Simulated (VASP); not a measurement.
CdS, 2 atoms in the cell. Symmetry: F-43m, No. 216, cubic system. The conventional cell has a = 5.833 Å, b = 5.833 Å, c = 5.833 Å, α = 90.00°, β = 90.00°, γ = 90.00°. Cd (site symmetry -43m) has 4 S at 2.53 Å within 3.3 Å. Within 3.3 Å of S (site symmetry -43m) lie 4 Cd at 2.53 Å. 

```yaml
Program: VASP 6.6.1
Task: single point
Functional: PBE-based screened hybrid with 25 % exact exchange
Potentials_or_basis: VASP PAW PBE potentials, release 64 (Cd, S)
Cutoff: 400 eV
k_mesh: 5 × 5 × 5
Occupations: methfessel-paxton, width 0.1 eV
Spin: no spin polarisation
Dipole_correction: no
Grid_for_exact_exchange_PRECFOCK: Normal
Share_of_exact_exchange: 0.25
Further_INCAR_settings: ALGO = Normal; EDIFF = 1e-06; NBANDS = 16
Screening_parameter: 0.3 1/Å
```

Potentials or basis: VASP PAW PBE potentials, release 64 (Cd, S).

Command:

```console
$ cat potpaw_PBE.64/Cd/POTCAR potpaw_PBE.64/S/POTCAR > POTCAR
$ cp INCAR.step1 INCAR
$ mpirun -np 1 vasp_std > vasp.out
$ cp INCAR.step2 INCAR
$ mpirun -np 1 vasp_std > vasp.out
```

Hardware: 1 thread of AMD EPYC 7R13 Processor (Zen 3) (shared host).

**Question.** How long does it take, and how much memory?

**Answer.** It took 14 min on 1 thread of AMD EPYC 7R13 Processor (Zen 3) (shared host), peak memory 0.23 GiB. Counts: k points 10.
